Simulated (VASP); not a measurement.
Write the native input for VASP 6.6.1 that does the following.

```yaml
Task: single point
Functional: PBE
Potentials_or_basis: VASP PAW PBE potentials, release 64 (Ir)
Cutoff: 520 eV
k_mesh: 12 × 12 × 12
Occupations: gaussian, width 0.013 eV
Spin: no spin polarisation
Dipole_correction: no
Further_INCAR_settings: ALGO = Fast; EDIFF = 1e-06; NBANDS = 10
```

The structure of Ir lies in POSCAR:

```
Ir
1.0
    0.0000000000      1.9156000000      1.9156000000
    1.9156000000      0.0000000000      1.9156000000
    1.9156000000      1.9156000000      0.0000000000
Ir
1
Direct
    0.0000000000      0.0000000000      0.0000000000
```

These files were run (other wordings do the same):

INCAR

```
SYSTEM = Ir
PREC     = Accurate       ! precision mode
ENCUT    = 520            ! plane-wave cutoff, eV
EDIFF    = 1E-6           ! SCF threshold, eV
ISMEAR   = 0              ! smearing method
SIGMA    = 0.013000000000000001 ! smearing width, eV
LREAL    = .False.        ! projectors in reciprocal space
LASPH    = .True.         ! aspherical terms in the spheres
NELM     = 80             ! most SCF steps
ALGO     = Fast           ! electronic algorithm
ISIF     = 2              ! what is computed and relaxed
LWAVE    = .False.        ! write WAVECAR
LCHARG   = .False.        ! write CHGCAR
GGA      = PE             ! functional
NBANDS   = 10             ! bands
```

KPOINTS

```
regular mesh
0
Gamma
  12 12 12
  0 0 0
```

Potentials or basis: VASP PAW PBE potentials, release 64 (Ir).

Command:

```bash
$ cat potpaw_PBE.64/Ir/POTCAR > POTCAR
$ mpirun -np 1 vasp_std > vasp.out
```

It gave:

```yaml
Pressure: 11.6 GPa
```

It took 11 s on 1 thread of Intel Xeon 6975P-C (shared host), peak memory 0.13 GiB.
